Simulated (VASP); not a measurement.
# Dy5C (Immm) in VASP: single point with PBE

Aim: the single point of Dy5C with PBE.

Everything below comes from runs of VASP 6.6.1. Logs are shortened: lines on timing, memory, paths and dates and some standing lists are left out, and cuts for length are marked.

### 1 The cell of the first run

The structure is orthorhombic, space group Immm (No. 71). The conventional cell has a = 4.944 Å, b = 6.522 Å, c = 11.597 Å, α = 90.00°, β = 90.00°, γ = 90.00°. Within 3.1 Å of Dy (site symmetry m) lie 1 C at 2.37 Å. Within 3.5 Å of Dy (site symmetry mmm) lie 2 C at 2.47 Å and 8 Dy at 3.43 Å. Within 3.1 Å of C (site symmetry mmm) lie 6 Dy at 2.37 to 2.47 Å.

The cell was built from a structure type or drawn by symmetry, and may not be a known phase.

### 2 Single point, PBE

INCAR reads:

```
ALGO = Normal ; EDIFF = 1E-6
ENCUT = 600 ; GGA = PE
GGA_COMPAT = F ; ISIF = 2
ISMEAR = 0 ; LASPH = T
LCHARG = T ; LELF = T
LMAXMIX = 6 ; LREAL = F
LVHAR = T ; LWAVE = F
NBANDS = 34 ; NELM = 200
PREC = Accurate ; SIGMA = 0.2
```

KPOINTS reads:

```
k-points
0
Gamma
  4 4 4
```

POSCAR reads:

```
Dy5C
1.0
   -3.2608979477      2.4720069876      5.7985645482
    3.2608979477     -2.4720069876      5.7985645482
    3.2608979477      2.4720069876     -5.7985645482
Dy C
5 1
Direct
    0.6482799616      0.3994115603      0.7511315987
    0.3517200384      0.6005884397      0.2488684013
    0.6482799616      0.8971483630      0.2488684013
    0.3517200384      0.1028516370      0.7511315987
    0.0000000000      0.0000000000      0.0000000000
    0.5000000000      0.0000000000      0.5000000000
```

Potentials or basis: VASP PAW PBE potentials, release 64 (Dy_3, C), 4f in core.

The run is started by

```
cat potpaw_PBE.64/Dy_3/POTCAR potpaw_PBE.64/C/POTCAR > POTCAR
mpirun -np 1 vasp_std > vasp.out
```

OUTCAR:

```text
EDIFF = 1E-6
   ENCUT = 600
   GGA = PE
   ISIF = 2
   ISMEAR = 0
   LASPH = T
   LREAL = F
   NELM = 200
   PREC = Accurate

 ion  position               nearest neighbor table
   1  0.648  0.399  0.751-   6 2.37   3 3.25   3 3.28   2 3.42   2 3.42   5 3.43   5 3.43   4 3.44

   2  0.352  0.601  0.249-   6 2.37   4 3.25   4 3.28   1 3.42   1 3.42   5 3.43   5 3.43   3 3.44

   3  0.648  0.897  0.249-   6 2.37   1 3.25   1 3.28   4 3.42   4 3.42   5 3.43   5 3.43   2 3.44

   4  0.352  0.103  0.751-   6 2.37   2 3.25   2 3.28   3 3.42   3 3.42   5 3.43   5 3.43   1 3.44

   5  0.000  0.000  0.000-   6 2.47   6 2.47   4 3.43   3 3.43   2 3.43   1 3.43   1 3.43   2 3.43
                             3 3.43   4 3.43
   6  0.500  0.000  0.500-   1 2.37   2 2.37   3 2.37   4 2.37   5 2.47   5 2.47

  LATTYP: Found a body centered orthorhombic cell.
 ALAT       =     4.9440139752
 B/A-ratio  =     1.3191297452
 C/A-ratio  =     2.3456910022

  Lattice vectors:

 A1 = (   3.2608979477,  -2.4720069876,  -5.7985645482)
 A2 = (  -3.2608979477,   2.4720069876,  -5.7985645482)
 A3 = (   3.2608979477,   2.4720069876,   5.7985645482)

Analysis of symmetry for initial positions (statically):
=====================================================================
 Subroutine PRICEL returns:
 Original cell was already a primitive cell.

 Routine SETGRP: Setting up the symmetry group for a
 body centered orthorhombic supercell.

 Subroutine GETGRP returns: Found  8 space group operations
 (whereof  8 operations were pure point group operations)
 out of a pool of  8 trial point group operations.

The static configuration has the point symmetry D_2h.

Analysis of symmetry for dynamics (positions and initial velocities):
=====================================================================
 Subroutine PRICEL returns:
 Original cell was already a primitive cell.

 Routine SETGRP: Setting up the symmetry group for a
 body centered orthorhombic supercell.

 Subroutine GETGRP returns: Found  8 space group operations
 (whereof  8 operations were pure point group operations)
 out of a pool of  8 trial point group operations.

The dynamic configuration has the point symmetry D_2h.

 Subroutine INISYM returns: Found  8 space group operations
 (whereof  8 operations are pure point group operations),
 and found     1 'primitive' translations

----------------------------------------------------------------------------------------

                                     Primitive cell

  volume of cell :     186.9680

  direct lattice vectors                    reciprocal lattice vectors
    -3.260897948  2.472006988  5.798564548     0.000000000  0.202264800  0.086228237
     3.260897948 -2.472006988  5.798564548     0.153331999  0.000000000  0.086228237
     3.260897948  2.472006988 -5.798564548     0.153331999  0.202264800  0.000000000

  length of vectors
     7.097015203  7.097015203  7.097015203     0.219878053  0.175914783  0.253814403

  position of ions in fractional coordinates (direct lattice)
     0.648279962  0.399411560  0.751131599
     0.351720038  0.600588440  0.248868401
     0.648279962  0.897148363  0.248868401
     0.351720038  0.102851637  0.751131599
     0.000000000  0.000000000  0.000000000
     0.500000000  0.000000000  0.500000000

  ion indices of the primitive-cell ions
   primitive index   ion index
                 1           1
                 2           2
                 3           3
                 4           4
                 5           5
                 6           6

----------------------------------------------------------------------------------------

 KPOINTS: k-points

Automatic generation of k-mesh.
 Grid dimensions read from file:
 generate k-points for:    4    4    4

 Generating k-lattice:

  Cartesian coordinates                     Fractional coordinates (reciprocal lattice)
     0.000000000  0.050566200  0.021557059     0.250000000 -0.000000000  0.000000000
     0.038333000  0.000000000  0.021557059    -0.000000000  0.250000000  0.000000000
     0.038333000  0.050566200  0.000000000     0.000000000  0.000000000  0.250000000

  Length of vectors
     0.054969513  0.043978696  0.063453601

  Shift w.r.t. Gamma in fractional coordinates (k-lattice)
     0.000000000  0.000000000  0.000000000

 Subroutine IBZKPT returns following result:
 ===========================================

 Found     18 irreducible k-points:

 Following reciprocal coordinates:
            Coordinates               Weight
  0.000000  0.000000  0.000000      1.000000
  0.250000  0.000000  0.000000      4.000000
  0.500000  0.000000  0.000000      2.000000
  0.000000  0.250000  0.000000      4.000000
  0.250000  0.250000  0.000000      8.000000
  0.500000  0.250000  0.000000      8.000000
[... 10 lines left out ...]
 -0.250000 -0.250000  0.250000      2.000000
  0.500000  0.500000  0.500000      1.000000
   k-points           NKPTS =     18   k-points in BZ     NKDIM =     18   number of bands    NBANDS=     34
   number of dos      NEDOS =    301   number of ions     NIONS =      6
   total plane-waves  NPLWV = 216000
   dimension x,y,z NGX =    60 NGY =   60 NGZ =   60
   dimension x,y,z NGXF=   120 NGYF=  120 NGZF=  120
   ions per type =               5   1
   NGX,Y,Z   is equivalent  to a cutoff of  14.05, 14.05, 14.05 a.u.
   NGXF,Y,Z  is equivalent  to a cutoff of  28.11, 28.11, 28.11 a.u.
 SYSTEM =  unknown system
   PREC   = accura    normal or accurate (medium, high low for compatibility)
   ISTART =      0    job   : 0-new  1-cont  2-samecut
   ICHARG =      2    charge: 1-file 2-atom 10-const
   ISPIN  =      1    spin polarized calculation?
   LNONCOLLINEAR =      F non collinear calculations
   LSORBIT =      F    spin-orbit coupling
   LASPH  =      T    aspherical Exc in radial PAW
   ENCUT  =  600.0 eV  44.10 Ry    6.64 a.u.  14.17 14.17 14.17*2*pi/ulx,y,z
   NELM   =    200;   NELMIN=  2; NELMDL= -5     # of ELM steps
   EDIFF  = 0.1E-05   stopping-criterion for ELM
   LREAL  =      F    real-space projection
   EDIFFG = 0.1E-04   stopping-criterion for IOM
   NSW    =      0    number of steps for IOM
   IBRION =     -1    ionic relax: 0-MD 1-quasi-New 2-CG
   NFREE  =      0    steps in history (QN), initial steepest desc. (CG)
   ISIF   =      2    stress and relaxation
   ISYM   =      2    0-nonsym 1-usesym 2-fastsym
   POTIM  = 0.5000    time-step for ionic-motion
   TEBEG  =    0.0;   TEEND  =   0.0 temperature during run
   PSTRESS=    0.0 pullay stress
   NELECT =      49.0000    total number of electrons
   NUPDOWN=      -1.0000    fix difference up-down
   EMIN   =  10.00;   EMAX   =-10.00  energy-range for DOS
   EFERMI =   0.00;   METHOD = LEGACY
   ISMEAR =     0;   SIGMA  =   0.20  broadening in eV -4-tet -1-fermi 0-gaus
   EFERMI_NEDOS =   21; number of points for ismear=-14 and -15
   IALGO  =     38    algorithm
   IMIX   =      4    mixing-type and parameters
     AMIX     =   0.40;   BMIX     =  1.00
     AMIX_MAG =   1.60;   BMIX_MAG =  1.00
  volume/ion in A,a.u.               =      31.16       210.29
  Fermi-wavevector in a.u.,A,eV,Ry     =   1.047654  1.979778 14.933457  1.097578
  Thomas-Fermi vector in A             =   2.182543
   LORBIT       =      0    0 simple, 1 ext, 2 COOP (PROOUT), +10 PAW based schemes
   GGA     = PE    functional components
   LHFCALC =     F    Hartree Fock is set to
   AEXX    =    0.0000 exact exchange contribution
   IVDW    =     0    specifies the selected vdW correction
   LEPSILON=     F    determine dielectric tensor
   LRPA    =     F    only Hartree local field effects (RPA)
 non-spin polarized calculation
 Gauss-broadening in eV      SIGMA  =   0.20
  energy-cutoff  :      600.00
  volume of cell :      186.97
 maximum number of plane-waves:      6266
 NGX is ok and might be reduce to    60
   NGX = 29   NGY = 29   NGZ = 29

 number of electron      49.0000001 magnetization

 Free energy of the ion-electron system (eV)
  ---------------------------------------------------
  ext. energy  EPLUGINS =         0.00000000
  ---------------------------------------------------
  free energy    TOTEN  =       -29.93088651 eV

  energy without entropy =      -29.76010184  energy(sigma->0) =      -29.84549417

 E-fermi :   2.3973     XC(G=0):  -9.2631

 val. band max:        2.3952390905   @ k =   0.5000   0.0000   0.0000
 cond. band min:       2.4003936525   @ k =   0.2500   0.2500   0.0000
 fundamental gap:      0.0051545620
 Fermi energy:         2.3972664717

 k-point     1 :       0.0000    0.0000    0.0000
  band No.  band energies     occupation
      1     -21.4001      2.00000
      2     -21.3603      2.00000
      3     -21.2407      2.00000
      4     -21.1621      2.00000
      5     -21.0957      2.00000
      6     -21.0944      2.00000
[... 26 lines left out ...]
     33       5.0028      0.00000
     34       5.4378      0.00000

 k-point     2 :       0.2500    0.0000    0.0000
  band No.  band energies     occupation
      1     -21.4338      2.00000
      2     -21.3673      2.00000
      3     -21.2904      2.00000
      4     -21.2060      2.00000
      5     -21.2023      2.00000
      6     -21.0030      2.00000
[... 26 lines left out ...]
     33       4.7826      0.00000
     34       5.3574      0.00000

 k-point     3 :       0.5000    0.0000    0.0000
  band No.  band energies     occupation
      1     -21.4833      2.00000
      2     -21.3414      2.00000
      3     -21.3015      2.00000
      4     -21.1767      2.00000
      5     -21.1483      2.00000
      6     -21.1256      2.00000
[... 26 lines left out ...]
     33       4.5074      0.00000
     34       4.8455      0.00000
[... 482 lines left out ...]
 k-point    17 :      -0.2500   -0.2500    0.2500
  band No.  band energies     occupation
      1     -21.4151      2.00000
      2     -21.3444      2.00000
      3     -21.2411      2.00000
      4     -21.1735      2.00000
      5     -21.1361      2.00000
      6     -21.0837      2.00000
[... 26 lines left out ...]
     33       5.2160      0.00000
     34       5.2962      0.00000

 k-point    18 :       0.5000    0.5000    0.5000
  band No.  band energies     occupation
      1     -21.4249      2.00000
      2     -21.3333      2.00000
      3     -21.2807      2.00000
      4     -21.1809      2.00000
      5     -21.0702      2.00000
      6     -21.0394      2.00000
[... 26 lines left out ...]
     33       5.0622      0.00000
     34       5.8643      0.00000

------------------------ aborting loop because EDIFF is reached ----------------------------------------

  FORCE on cell =-STRESS in cart. coord.  units (eV):
  Direction    XX          YY          ZZ          XY          YZ          ZX
  --------------------------------------------------------------------------------------
  -------------------------------------------------------------------------------------
  Total        0.9220085      0.4828385      0.9253375      0.0000000      0.0000000      0.0000000
  in kB        7.9009282      4.1375673      7.9294552      0.0000000      0.0000000      0.0000000
  external PRESSURE =       6.6559836 kB  Pullay stress =       0.0000000 kB

 VOLUME and BASIS-vectors are now :
 -----------------------------------------------------------------------------
  energy-cutoff  :      600.00
  volume of cell :      186.97
      direct lattice vectors                 reciprocal lattice vectors
    -3.260897948  2.472006988  5.798564548     0.000000000  0.202264800  0.086228237
     3.260897948 -2.472006988  5.798564548     0.153331999  0.000000000  0.086228237
     3.260897948  2.472006988 -5.798564548     0.153331999  0.202264800  0.000000000

 POSITION                                       TOTAL-FORCE (eV/Angst)
 -----------------------------------------------------------------------------------
      1.63783      2.47201      1.71962         0.030267      0.000000      0.023767
      1.62307      0.00000      4.07894        -0.030267      0.000000     -0.023767
      1.62307     -0.00000      7.51819        -0.030267     -0.000000      0.023767
      1.63783      2.47201     -1.71962         0.030267     -0.000000     -0.023767
      0.00000      0.00000      0.00000        -0.000000      0.000000      0.000000
      0.00000      2.47201      0.00000        -0.000000      0.000000      0.000000
 -----------------------------------------------------------------------------------
    total drift:                               -0.000000      0.000000     -0.000000

  FREE ENERGIE OF THE ION-ELECTRON SYSTEM (eV)
  ---------------------------------------------------
  free  energy   TOTEN  =       -29.9308865133 eV

  energy  without entropy=      -29.7601018363  energy(sigma->0) =      -29.84549417
```

Run time: 3.6 min. Hardware: 1 thread of Intel Xeon Platinum 8259CL at 2.50GHz (Skylake/Cascade Lake), shared host; peak memory 0.51 GiB.

Results:

- Free energy: -29.9309 eV
- Pressure: 0.7 GPa
- Largest force: 0.038 eV/Å
- Band gap on the k mesh: zero (an odd number of electrons rules out a gap without spin polarisation)

Forces in eV/Å, atoms in the order of the input:
```
Dy   0.030  0.000  0.024
Dy  -0.030  0.000 -0.024
Dy  -0.030  0.000  0.024
Dy   0.030  0.000 -0.024
Dy   0.000  0.000  0.000
C    0.000  0.000  0.000
```

Stress tensor (GPa, compression positive):
```
0.79 0.00 0.00
0.00 0.41 0.00
0.00 0.00 0.79
```

Levels at points of the mesh, in eV from the Fermi level:
```tsv
k point	band 20	band 21	band 22	band 23	band 24	band 25	band 26	band 27	band 28	band 29
(0.00, 0.00, 0.00)	-1.65	-0.80	-0.65	-0.60	-0.23	-0.10	-0.08	0.27	0.46	0.50
(0.50, 0.00, 0.00)	-1.91	-1.22	-0.83	-0.57	0.00	0.08	0.77	0.89	1.15	1.17
(0.00, 0.50, 0.00)	-1.49	-1.38	-0.98	-0.44	-0.24	0.14	0.19	0.25	0.65	1.08
(0.50, 0.50, 0.00)	-0.98	-0.82	-0.69	-0.48	-0.34	-0.10	0.40	1.00	1.10	1.57
(0.50, 0.50, 0.50)	-1.62	-1.36	-0.90	-0.66	-0.38	-0.04	0.03	0.14	0.44	0.51
```

Caveat: spin-orbit coupling is left out, which moves the levels of the heavy elements; the 4f electrons are frozen in the core, so they carry no moment and show no levels.
